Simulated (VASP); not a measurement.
MgO:

```
CELL_PARAMETERS angstrom
3.32350 0.00000 0.00000
-1.66175 2.87823 0.00000
0.00000 0.00000 5.54916
ATOMIC_POSITIONS crystal
Mg 0.00000 0.00000 0.00714
Mg 0.33333 0.66667 0.50714
O 0.00000 0.00000 0.36786
O 0.33333 0.66667 0.86786
```

* Program: VASP 6.6.1
* Task: relaxation of cell and atoms
* Functional: PBE
* Potentials or basis: VASP PAW PBE potentials, release 64 (Mg, O)
* Cutoff: 600 eV
* k mesh: 12 × 12 × 4
* Occupations: gaussian, width 0.02 eV
* Spin: no spin polarisation

At the start: pressure -8.3 GPa; volume 13.27 Å³/atom.

How do energy, volume and symmetry change on relaxing?

Over 12 steps the energy falls by 55.1 meV/atom and the volume is 12.12 Å³/atom (-8.7 %); space group P6_3mc (No. 186, to 0.1 Å) before and after.

The path:
```csv
step,energy change (eV),largest force (eV/Å),pressure (GPa),volume (Å³)
1,0.0000,0.5455,-8.30,53.08
2,-0.1701,0.2816,1.80,47.97
3,-0.1705,0.2943,1.31,48.16
4,-0.1946,0.1316,0.67,48.41
5,-0.2116,0.1676,-1.13,49.04
6,-0.2126,0.1256,-0.82,48.94
7,-0.2196,0.0711,-0.04,48.49
8,-0.2201,0.0261,-0.27,48.59
9,-0.2202,0.0067,0.30,48.36
10,-0.2202,0.0155,0.07,48.46
11,-0.2202,0.0149,0.08,48.45
12,-0.2203,0.0018,0.03,48.48
```

Final structure:
```
Mg O
1.0
     3.30662    0.00000    0.00000
    -1.65331    2.86361    0.00000
     0.00000    0.00000    5.11964
Mg O
2 2
Direct
  0.00000 0.00000 0.99180
  0.33333 0.66667 0.49180
  0.00000 0.00000 0.38320
  0.33333 0.66667 0.88320
```
